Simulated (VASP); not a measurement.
# BP (F-43m) in VASP: settings compared, part 2 of 2

VASP 6.6.1. The steps go on from the part before.

## Step 3: Dielectric tensor, PBE

This run uses another cell than the first one, of 11.67 Å³/atom, 1.011 times its volume.

INCAR reads:

```
SYSTEM = BP
ALGO = Normal
EDIFF = 1E-8
ENCUT = 520
GGA = PE
ISIF = 2
ISMEAR = 0
LASPH = .True.
LCHARG = .False.
LEPSILON = .True.
LREAL = .False.
LWAVE = .False.
NELM = 100
PREC = Accurate
SIGMA = 0.01
```

KPOINTS reads:

```
k-points
0
Gamma
  8 8 8
  0 0 0
```

POSCAR reads:

```
BP
1.0
    0.0000000000      2.2683155811      2.2683155811
    2.2683155811      0.0000000000      2.2683155811
    2.2683155811      2.2683155811      0.0000000000
B P
1 1
Direct
    0.0000000000      0.0000000000      0.0000000000
    0.2500000000      0.2500000000      0.2500000000
```

Potentials or basis: VASP PAW PBE potentials, release 64 (B, P).

Started as:

```
$ cat potpaw_PBE.64/B/POTCAR potpaw_PBE.64/P/POTCAR > POTCAR
$ mpirun -np 1 vasp_std > vasp.out
```

OUTCAR:

```text
SYSTEM = BP
   EDIFF = 1E-8
   ENCUT = 520
   GGA = PE
   ISIF = 2
   ISMEAR = 0
   LASPH = .True.
   LEPSILON = .True.
   LREAL = .False.
   NELM = 100
   PREC = Accurate

 ion  position               nearest neighbor table
   1  0.000  0.000  0.000-   2 1.96   2 1.96   2 1.96   2 1.96
   2  0.250  0.250  0.250-   1 1.96   1 1.96   1 1.96   1 1.96

  LATTYP: Found a face centered cubic cell.
 ALAT       =     4.5366311622

  Lattice vectors:

 A1 = (   0.0000000000,   2.2683155811,   2.2683155811)
 A2 = (   2.2683155811,   0.0000000000,   2.2683155811)
 A3 = (   2.2683155811,   2.2683155811,   0.0000000000)

Analysis of symmetry for initial positions (statically):
=====================================================================
 Subroutine PRICEL returns:
 Original cell was already a primitive cell.

 Routine SETGRP: Setting up the symmetry group for a
 face centered cubic supercell.

 Subroutine GETGRP returns: Found 24 space group operations
 (whereof 24 operations were pure point group operations)
 out of a pool of 48 trial point group operations.

The static configuration has the point symmetry T_d .

Analysis of symmetry for dynamics (positions and initial velocities):
=====================================================================
 Subroutine PRICEL returns:
 Original cell was already a primitive cell.

 Routine SETGRP: Setting up the symmetry group for a
 face centered cubic supercell.

 Subroutine GETGRP returns: Found 24 space group operations
 (whereof 24 operations were pure point group operations)
 out of a pool of 48 trial point group operations.

The dynamic configuration has the point symmetry T_d .

 Subroutine INISYM returns: Found 24 space group operations
 (whereof 24 operations are pure point group operations),
 and found     1 'primitive' translations

----------------------------------------------------------------------------------------

                                     Primitive cell

  volume of cell :      23.3421

  direct lattice vectors                    reciprocal lattice vectors
     0.000000000  2.268315581  2.268315581    -0.220427882  0.220427882  0.220427882
     2.268315581  0.000000000  2.268315581     0.220427882 -0.220427882  0.220427882
     2.268315581  2.268315581  0.000000000     0.220427882  0.220427882 -0.220427882

  length of vectors
     3.207882659  3.207882659  3.207882659     0.381792292  0.381792292  0.381792292

  position of ions in fractional coordinates (direct lattice)
     0.000000000  0.000000000  0.000000000
     0.250000000  0.250000000  0.250000000

  ion indices of the primitive-cell ions
   primitive index   ion index
                 1           1
                 2           2

----------------------------------------------------------------------------------------

 KPOINTS: k-points

Automatic generation of k-mesh.
[... 371 lines left out ...]
      2      -1.0097      2.00000
      3       2.9146      2.00000
      4       4.3258      2.00000
      5      11.6364      0.00000
      6      12.6460      0.00000
      7      15.7592      0.00000
      8      17.2398      0.00000

 [... further k-points ...]

  FORCE on cell =-STRESS in cart. coord.  units (eV):
  Direction    XX          YY          ZZ          XY          YZ          ZX
  --------------------------------------------------------------------------------------
  -------------------------------------------------------------------------------------
  Total        0.1552311      0.1552311      0.1552311     -0.0000000     -0.0000000     -0.0000000
  in kB       10.6548864     10.6548864     10.6548864     -0.0000000     -0.0000000     -0.0000000
  external PRESSURE =      10.6548864 kB  Pullay stress =       0.0000000 kB

 VOLUME and BASIS-vectors are now :
 -----------------------------------------------------------------------------
  energy-cutoff  :      520.00
  volume of cell :       23.34
      direct lattice vectors                 reciprocal lattice vectors
     0.000000000  2.268315581  2.268315581    -0.220427882  0.220427882  0.220427882
     2.268315581  0.000000000  2.268315581     0.220427882 -0.220427882  0.220427882
     2.268315581  2.268315581  0.000000000     0.220427882  0.220427882 -0.220427882

 POSITION                                       TOTAL-FORCE (eV/Angst)
 -----------------------------------------------------------------------------------
      0.00000      0.00000      0.00000         0.000000      0.000000      0.000000
      1.13416      1.13416      1.13416        -0.000000     -0.000000     -0.000000
 -----------------------------------------------------------------------------------
    total drift:                                0.000000      0.000000      0.000000

  FREE ENERGIE OF THE ION-ELECTRON SYSTEM (eV)
  ---------------------------------------------------
  free  energy   TOTEN  =       -12.9284598475 eV

  energy  without entropy=      -12.9284598475  energy(sigma->0) =      -12.92845985

 HEAD OF MICROSCOPIC STATIC DIELECTRIC TENSOR (INDEPENDENT PARTICLE, excluding Hartree and local field effects)
 ------------------------------------------------------
           9.852151    -0.000000     0.000000
           0.000000     9.852151     0.000000
          -0.000000     0.000000     9.852151
 ------------------------------------------------------

 Free energy of the ion-electron system (eV)
  ---------------------------------------------------
  ---------------------------------------------------
  free energy    TOTEN  =        -0.58646729 eV

  energy without entropy =       -0.58646729

------------------------ aborting loop because EDIFF is reached ----------------------------------------

--------------------------------------- Ionic step        2  -------------------------------------------

------------------------ aborting loop because EDIFF is reached ----------------------------------------

--------------------------------------- Ionic step        3  -------------------------------------------

 Free energy of the ion-electron system (eV)
  ---------------------------------------------------
  ---------------------------------------------------
  free energy    TOTEN  =        -0.58646717 eV

  energy without entropy =       -0.58646717

------------------------ aborting loop because EDIFF is reached ----------------------------------------

 PIEZOELECTRIC TENSOR FIELD DIRECTION 3  (e Angst)
 -----------------------------------------------------------------------------
    -0.00032  0.16617  0.00000           ( -0.00000  0.07848  0.00000)
     0.16617 -0.00032  0.00000           (  0.07848 -0.00000  0.00000)
     0.00000  0.00000 -0.00028           (  0.00000  0.00000 -0.00000)

 PIEZOELECTRIC TENSOR FIELD DIRECTION 3  (C/m^2)
 -----------------------------------------------------------------------------
    -0.00022  0.11406  0.00000
     0.11406 -0.00022  0.00000
     0.00000  0.00000 -0.00019

 MACROSCOPIC STATIC DIELECTRIC TENSOR (including local field effects in DFT)
 ------------------------------------------------------
           9.504421     0.000000    -0.000000
          -0.000000     9.504421     0.000000
           0.000000     0.000000     9.504421
 ------------------------------------------------------

 PIEZOELECTRIC TENSOR (including local field effects)  for field in x, y, z        (e  Angst)
          XX          YY          ZZ          XY          YZ          ZX
  --------------------------------------------------------------------------------
  x    -0.00000    -0.00000     0.00000     0.00000     0.16028     0.00000
  y     0.00000     0.00000    -0.00000     0.00000     0.00000     0.16028
  z     0.00000     0.00000     0.00000     0.16028     0.00000     0.00000

 PIEZOELECTRIC TENSOR (including local field effects)  for field in x, y, z        (C/m^2)
          XX          YY          ZZ          XY          YZ          ZX
  --------------------------------------------------------------------------------
  x    -0.00000    -0.00000     0.00000     0.00000     0.11001     0.00000
  y     0.00000     0.00000    -0.00000     0.00000     0.00000     0.11001
  z     0.00000     0.00000     0.00000     0.11001     0.00000     0.00000

 BORN EFFECTIVE CHARGES (including local field effects) (in |e|, cummulative output)
 ---------------------------------------------------------------------------------
 ion    1
    1    -0.49516     0.00000     0.00000
    2     0.00000    -0.49516    -0.00000
    3     0.00000    -0.00000    -0.49516
 ion    2
    1     0.49516     0.00000    -0.00000
    2     0.00000     0.49516     0.00000
    3    -0.00000     0.00000     0.49516
```

OSZICAR:

```text
N       E                     dE             d eps       ncg     rms          rms(c)
DAV:   1     0.102425167417E+02    0.10243E+02   -0.41632E+03   464   0.896E+02
[... 13 lines left out ...]
RMM:   5    -0.586075069612E+00   -0.66848E-02   -0.24835E-04  2429   0.142E-01    0.181E-02
RMM:   6    -0.586243611494E+00   -0.16854E-03   -0.25522E-06  2555   0.187E-02    0.947E-03
RMM:   7    -0.586446005394E+00   -0.20239E-03   -0.72205E-07  2488   0.121E-02    0.627E-04
RMM:   8    -0.586464929271E+00   -0.18924E-04    0.22972E-07  2650   0.996E-04    0.298E-04
RMM:   9    -0.586466288760E+00   -0.13595E-05    0.16705E-08  2566   0.705E-04    0.121E-04
RMM:  10    -0.586467249614E+00   -0.96085E-06    0.10135E-09  2074   0.774E-05    0.234E-05
RMM:  11    -0.586467172274E+00    0.77340E-07    0.15213E-08  1640   0.724E-05    0.228E-06
```

Wall time 86 s (1 thread of Intel Xeon 8259CL, shared host); peak memory 0.17 GiB.

What came out:

- Band gap on the k mesh: 1.27 eV, indirect (least direct gap 3.40 eV)
- Electronic dielectric tensor (diagonal): 9.50
- Born charges (mean of the diagonal): B -0.50; P +0.50 e

Electronic dielectric tensor:
```
9.50 0.00 0.00
0.00 9.50 0.00
0.00 0.00 9.50
```

Born effective charge tensors (e):
atom 1, B
```
-0.50  0.00  0.00
 0.00 -0.50  0.00
 0.00  0.00 -0.50
```
atom 2, P
```
0.50 0.00 0.00
0.00 0.50 0.00
0.00 0.00 0.50
```

A k mesh can miss the band edges. As with any semilocal functional, this PBE gap is likely too small.
